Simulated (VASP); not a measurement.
# CdS in VASP: settings compared

Aim: see how the results for CdS move with the level of theory and the settings. Levels: PBE, r2SCAN. Tasks: single point.

Everything below comes from runs of VASP 6.6.1. Logs are shortened: lines on timing, memory, paths and dates and some standing lists are left out, and cuts for length are marked.

## Step 1: The cell of the first run

It takes space group Imm2 (No. 44, orthorhombic). The conventional cell has a = 4.105 Å, b = 4.209 Å, c = 5.878 Å, α = 90.00°, β = 90.00°, γ = 90.00°. Within 3.4 Å of Cd (site symmetry mm2) lie 4 S at 2.54 to 2.55 Å. Within 3.4 Å of S (site symmetry mm2) lie 4 Cd at 2.54 to 2.55 Å.

## Step 2: Single point, PBE (shear xy strain -2.5%)

INCAR reads:

```
SYSTEM = CdS
PREC     = Accurate       ! precision mode
ENCUT    = 520            ! plane-wave cutoff, eV
EDIFF    = 1E-6           ! SCF threshold, eV
ISMEAR   = 0              ! smearing method
SIGMA    = 0.01           ! smearing width, eV
LREAL    = .False.        ! projectors in reciprocal space
LASPH    = .True.         ! aspherical terms in the spheres
NELM     = 80             ! most SCF steps
ALGO     = Normal         ! electronic algorithm
ISIF     = 2              ! what is computed and relaxed
LWAVE    = .False.        ! write WAVECAR
LCHARG   = .False.        ! write CHGCAR
GGA      = PE             ! functional
NBANDS   = 16             ! bands
```

KPOINTS reads:

```
regular mesh
0
Gamma
  4 4 4
  0 0 0
```

POSCAR reads:

```
CdS
1.0
   -0.0367401855      2.9392148416      2.9392148416
    2.9392148416     -0.0367401855      2.9392148416
    2.9024746561      2.9024746561      0.0000000000
Cd S
1 1
Direct
   -0.0027671664     -0.0027671664      0.0027671664
    0.2527671664      0.2527671664      0.2472328336
```

Potentials or basis: VASP PAW PBE potentials, release 64 (Cd, S).

The run is started by

```
> cat potpaw_PBE.64/Cd/POTCAR potpaw_PBE.64/S/POTCAR > POTCAR
> mpirun -np 1 vasp_std > vasp.out
```

OUTCAR:

```text
SYSTEM = CdS
   PREC = Accurate
   ENCUT = 520
   EDIFF = 1E-6
   ISMEAR = 0
   LREAL = .False.
   LASPH = .True.
   NELM = 80
   ISIF = 2
   GGA = PE

 ion  position               nearest neighbor table
   1  0.997  0.997  0.003-   2 2.54   2 2.54   2 2.55   2 2.55
   2  0.253  0.253  0.247-   1 2.54   1 2.54   1 2.55   1 2.55

  LATTYP: Found a body centered orthorhombic cell.
 ALAT       =     4.1047190231
 B/A-ratio  =     1.0253164557
 C/A-ratio  =     1.4321149999

  Lattice vectors:

 A1 = (   0.0367401855,  -2.9392148416,  -2.9392148416)
 A2 = (  -0.0367401855,   2.9392148416,  -2.9392148416)
 A3 = (   2.9392148416,  -0.0367401855,   2.9392148416)

Analysis of symmetry for initial positions (statically):
=====================================================================
 Subroutine PRICEL returns:
 Original cell was already a primitive cell.

 Routine SETGRP: Setting up the symmetry group for a
 body centered orthorhombic supercell.

 Subroutine GETGRP returns: Found  4 space group operations
 (whereof  4 operations were pure point group operations)
 out of a pool of  8 trial point group operations.

The static configuration has the point symmetry C_2v.

Analysis of symmetry for dynamics (positions and initial velocities):
=====================================================================
 Subroutine PRICEL returns:
 Original cell was already a primitive cell.

 Routine SETGRP: Setting up the symmetry group for a
 body centered orthorhombic supercell.

 Subroutine GETGRP returns: Found  4 space group operations
 (whereof  4 operations were pure point group operations)
 out of a pool of  8 trial point group operations.

The dynamic configuration has the point symmetry C_2v.

 Subroutine INISYM returns: Found  4 space group operations
 (whereof  4 operations are pure point group operations),
 and found     1 'primitive' translations

----------------------------------------------------------------------------------------

                                     Primitive cell

  volume of cell :      50.7757

  direct lattice vectors                    reciprocal lattice vectors
    -0.036740186  2.939214842  2.939214842    -0.168013292  0.168013292  0.170113458
     2.939214842 -0.036740186  2.939214842     0.168013292 -0.168013292  0.170113458
     2.902474656  2.902474656  0.000000000     0.172266793  0.172266793 -0.170113458

  length of vectors
     4.156839859  4.156839859  4.104719023     0.292225120  0.292225120  0.297136811

  position of ions in fractional coordinates (direct lattice)
     0.997232834  0.997232834  0.002767166
     0.252767166  0.252767166  0.247232834

  ion indices of the primitive-cell ions
   primitive index   ion index
                 1           1
                 2           2

----------------------------------------------------------------------------------------

 KPOINTS: regular mesh

Automatic generation of k-mesh.
 Grid dimensions read from file:
 generate k-points for:    4    4    4

 Generating k-lattice:

  Cartesian coordinates                     Fractional coordinates (reciprocal lattice)
    -0.042003323  0.042003323  0.042528364     0.250000000  0.000000000  0.000000000
     0.042003323 -0.042003323  0.042528364     0.000000000  0.250000000  0.000000000
     0.043066698  0.043066698 -0.042528364     0.000000000  0.000000000  0.250000000

  Length of vectors
     0.073056280  0.073056280  0.074284203

  Shift w.r.t. Gamma in fractional coordinates (k-lattice)
     0.000000000  0.000000000  0.000000000

 Subroutine IBZKPT returns following result:
 ===========================================

 Found     18 irreducible k-points:

 Following reciprocal coordinates:
            Coordinates               Weight
  0.000000  0.000000  0.000000      1.000000
  0.250000  0.000000  0.000000      4.000000
  0.500000  0.000000  0.000000      2.000000
  0.250000  0.250000  0.000000      2.000000
  0.500000  0.250000  0.000000      4.000000
 -0.250000  0.250000  0.000000      2.000000
[... 10 lines left out ...]
  0.250000  0.250000  0.500000      2.000000
 -0.250000  0.250000  0.500000      2.000000
   k-points           NKPTS =     18   k-points in BZ     NKDIM =     18   number of bands    NBANDS=     16
   number of dos      NEDOS =    301   number of ions     NIONS =      2
   total plane-waves  NPLWV =  32768
   dimension x,y,z NGX =    32 NGY =   32 NGZ =   32
   dimension x,y,z NGXF=    64 NGYF=   64 NGZF=   64
   ions per type =               1   1
   NGX,Y,Z   is equivalent  to a cutoff of  12.80, 12.80, 12.96 a.u.
   NGXF,Y,Z  is equivalent  to a cutoff of  25.60, 25.60, 25.92 a.u.
 SYSTEM =  CdS
   PREC   = accura    normal or accurate (medium, high low for compatibility)
   ISTART =      0    job   : 0-new  1-cont  2-samecut
   ICHARG =      2    charge: 1-file 2-atom 10-const
   ISPIN  =      1    spin polarized calculation?
   LNONCOLLINEAR =      F non collinear calculations
   LSORBIT =      F    spin-orbit coupling
   LASPH  =      T    aspherical Exc in radial PAW
   ENCUT  =  520.0 eV  38.22 Ry    6.18 a.u.   7.73  7.73  7.63*2*pi/ulx,y,z
   NELM   =     80;   NELMIN=  2; NELMDL= -5     # of ELM steps
   EDIFF  = 0.1E-05   stopping-criterion for ELM
   LREAL  =      F    real-space projection
   EDIFFG = 0.1E-04   stopping-criterion for IOM
   NSW    =      0    number of steps for IOM
   IBRION =     -1    ionic relax: 0-MD 1-quasi-New 2-CG
   NFREE  =      0    steps in history (QN), initial steepest desc. (CG)
   ISIF   =      2    stress and relaxation
   ISYM   =      2    0-nonsym 1-usesym 2-fastsym
   POTIM  = 0.5000    time-step for ionic-motion
   TEBEG  =    0.0;   TEEND  =   0.0 temperature during run
   PSTRESS=    0.0 pullay stress
   NELECT =      18.0000    total number of electrons
   NUPDOWN=      -1.0000    fix difference up-down
   EMIN   =  10.00;   EMAX   =-10.00  energy-range for DOS
   EFERMI =   0.00;   METHOD = LEGACY
   ISMEAR =     0;   SIGMA  =   0.01  broadening in eV -4-tet -1-fermi 0-gaus
   EFERMI_NEDOS =   21; number of points for ismear=-14 and -15
   IALGO  =     38    algorithm
   IMIX   =      4    mixing-type and parameters
     AMIX     =   0.40;   BMIX     =  1.00
     AMIX_MAG =   1.60;   BMIX_MAG =  1.00
  volume/ion in A,a.u.               =      25.39       171.33
  Fermi-wavevector in a.u.,A,eV,Ry     =   1.158636  2.189504 18.264964  1.342437
  Thomas-Fermi vector in A             =   2.295236
   LORBIT       =      0    0 simple, 1 ext, 2 COOP (PROOUT), +10 PAW based schemes
   GGA     = PE    functional components
   LHFCALC =     F    Hartree Fock is set to
   AEXX    =    0.0000 exact exchange contribution
   IVDW    =     0    specifies the selected vdW correction
   LEPSILON=     F    determine dielectric tensor
   LRPA    =     F    only Hartree local field effects (RPA)
 non-spin polarized calculation
 Gauss-broadening in eV      SIGMA  =   0.01
  energy-cutoff  :      520.00
  volume of cell :       50.78
 maximum number of plane-waves:      1379
 NGX is ok and might be reduce to    32
   NGX = 15   NGY = 15   NGZ = 15

 number of electron      18.0000002 magnetization

 Free energy of the ion-electron system (eV)
  ---------------------------------------------------
  ext. energy  EPLUGINS =         0.00000000
  ---------------------------------------------------
  free energy    TOTEN  =        -6.10446832 eV

  energy without entropy =       -6.10446832  energy(sigma->0) =       -6.10446832

 E-fermi :   1.2521     XC(G=0):  -9.0335

 val. band max:        1.1893001887   @ k =   0.0000   0.0000   0.0000
 cond. band min:       2.2230452893   @ k =   0.0000   0.0000   0.0000
 fundamental gap:      1.0337451006
 Fermi energy:         1.2520714305

 k-point     1 :       0.0000    0.0000    0.0000
  band No.  band energies     occupation
      1     -11.0848      2.00000
      2      -6.5341      2.00000
      3      -6.5271      2.00000
      4      -6.5183      2.00000
      5      -6.0815      2.00000
      6      -6.0809      2.00000
[... 8 lines left out ...]
     15      12.5692      0.00000
     16      12.5805      0.00000

 k-point     2 :       0.2500    0.0000    0.0000
  band No.  band energies     occupation
      1     -10.8855      2.00000
      2      -6.4628      2.00000
      3      -6.4547      2.00000
      4      -6.2939      2.00000
      5      -6.0793      2.00000
      6      -6.0747      2.00000
[... 8 lines left out ...]
     15      11.8710      0.00000
     16      12.4694      0.00000

 k-point     3 :       0.5000    0.0000    0.0000
  band No.  band energies     occupation
      1     -10.6858      2.00000
      2      -6.4141      2.00000
      3      -6.4107      2.00000
      4      -6.0528      2.00000
      5      -6.0432      2.00000
      6      -5.7362      2.00000
[... 8 lines left out ...]
     15      13.4329      0.00000
     16      13.7701      0.00000

 k-point     4 :       0.2500    0.2500    0.0000
  band No.  band energies     occupation
      1     -10.8166      2.00000
      2      -6.3795      2.00000
      3      -6.3745      2.00000
      4      -6.3563      2.00000
      5      -6.0944      2.00000
      6      -6.0405      2.00000
[... 8 lines left out ...]
     15      12.9689      0.00000
     16      15.7005      0.00000
[... 210 lines left out ...]
 k-point    16 :       0.5000   -0.0000    0.5000
  band No.  band energies     occupation
      1     -10.5537      2.00000
      2      -6.3221      2.00000
      3      -6.2024      2.00000
      4      -6.2013      2.00000
      5      -5.9994      2.00000
      6      -5.6568      2.00000
[... 8 lines left out ...]
     15      13.4892      0.00000
     16      14.5415      0.00000

 k-point    17 :       0.2500    0.2500    0.5000
  band No.  band energies     occupation
      1     -10.6756      2.00000
      2      -6.3875      2.00000
      3      -6.3724      2.00000
      4      -6.0994      2.00000
      5      -6.0961      2.00000
      6      -5.8128      2.00000
[... 8 lines left out ...]
     15      13.5876      0.00000
     16      14.5992      0.00000

 k-point    18 :      -0.2500    0.2500    0.5000
  band No.  band energies     occupation
      1     -10.5553      2.00000
      2      -6.3078      2.00000
      3      -6.2923      2.00000
      4      -6.1180      2.00000
      5      -6.0720      2.00000
      6      -5.4863      2.00000
[... 8 lines left out ...]
     15      14.1776      0.00000
     16      14.2890      0.00000

------------------------ aborting loop because EDIFF is reached ----------------------------------------

  FORCE on cell =-STRESS in cart. coord.  units (eV):
  Direction    XX          YY          ZZ          XY          YZ          ZX
  --------------------------------------------------------------------------------------
  -------------------------------------------------------------------------------------
  Total        0.5864088      0.5864088      0.5849355      0.1986290      0.0000000      0.0000000
  in kB       18.5035459     18.5035459     18.4570564      6.2675397      0.0000000      0.0000000
  external PRESSURE =      18.4880494 kB  Pullay stress =       0.0000000 kB

 VOLUME and BASIS-vectors are now :
 -----------------------------------------------------------------------------
  energy-cutoff  :      520.00
  volume of cell :       50.78
      direct lattice vectors                 reciprocal lattice vectors
    -0.036740186  2.939214842  2.939214842    -0.168013292  0.168013292  0.170113458
     2.939214842 -0.036740186  2.939214842     0.168013292 -0.168013292  0.170113458
     2.902474656  2.902474656  0.000000000     0.172266793  0.172266793 -0.170113458

 POSITION                                       TOTAL-FORCE (eV/Angst)
 -----------------------------------------------------------------------------------
      2.90247      2.90247      5.86216        -0.000000     -0.000000     -0.000976
      1.45124      1.45124      1.48587         0.000000      0.000000      0.000976
 -----------------------------------------------------------------------------------
    total drift:                               -0.000000     -0.000000      0.000167

  FREE ENERGIE OF THE ION-ELECTRON SYSTEM (eV)
  ---------------------------------------------------
  free  energy   TOTEN  =        -6.1044683216 eV

  energy  without entropy=       -6.1044683216  energy(sigma->0) =       -6.10446832
```

Run time: 29 s. Hardware: 1 thread of AMD EPYC 7R13, shared host; peak memory 0.15 GiB.

What came out:

| Property | Result |
| --- | --- |
| Free energy | -6.1045 eV |
| Pressure | 1.8 GPa |
| Band gap on the k mesh | 1.03 eV, direct |

Caveat: the k points lie up to 0.47 Å⁻¹ apart; the cell differs from its parent crystal (shear xy strain -2.5%).

## Step 3: Single point, PBE

INCAR reads:

```
SYSTEM = CdS
  PREC = Accurate
  ENCUT = 520
  EDIFF = 1E-6
  ISMEAR = -1
  SIGMA = 0.02
  LREAL = .False.
  LASPH = .True.
  NELM = 60
  ALGO = Normal
  ISIF = 2
  LWAVE = .False.
  LCHARG = .False.
  GGA = PE
  NBANDS = 16
```

KPOINTS reads:

```
regular mesh
0
Gamma
  8 8 8
  0 0 0
```

POSCAR reads:

```
CdS
1.0
    0.0000000000      2.9392148416      2.9392148416
    2.9392148416      0.0000000000      2.9392148416
    2.9392148416      2.9392148416      0.0000000000
Cd S
1 1
Direct
    0.0000000000      0.0000000000      0.0000000000
    0.2500000000      0.2500000000      0.2500000000
```

Potentials or basis: VASP PAW PBE potentials, release 64 (Cd, S).

The run is started by

```
> cat potpaw_PBE.64/Cd/POTCAR potpaw_PBE.64/S/POTCAR > POTCAR
> mpirun -np 1 vasp_std > vasp.out
```

Wall time 39 s (1 thread of AMD EPYC 7R13, shared host); peak memory 0.15 GiB.

It converged, with:

| Property | Result |
| --- | --- |
| Free energy | -6.1393 eV |
| Pressure | 1.7 GPa |
| Band gap on the k mesh | 1.10 eV, direct |

Levels at points of the mesh, in eV from the valence-band top:
```csv
k point,band 6,band 7,band 8,band 9,band 10,band 11,band 12,band 13
"(0.00, 0.00, 0.00)",-7.20,0.00,0.00,0.00,1.10,6.55,6.55,6.55
"(0.50, 0.00, 0.00)",-6.84,-4.26,-0.72,-0.72,2.98,7.01,7.01,7.41
"(0.50, 0.50, 0.00)",-6.78,-3.85,-1.80,-1.80,3.59,4.32,9.14,10.64
```

[end of part 1 of 2]
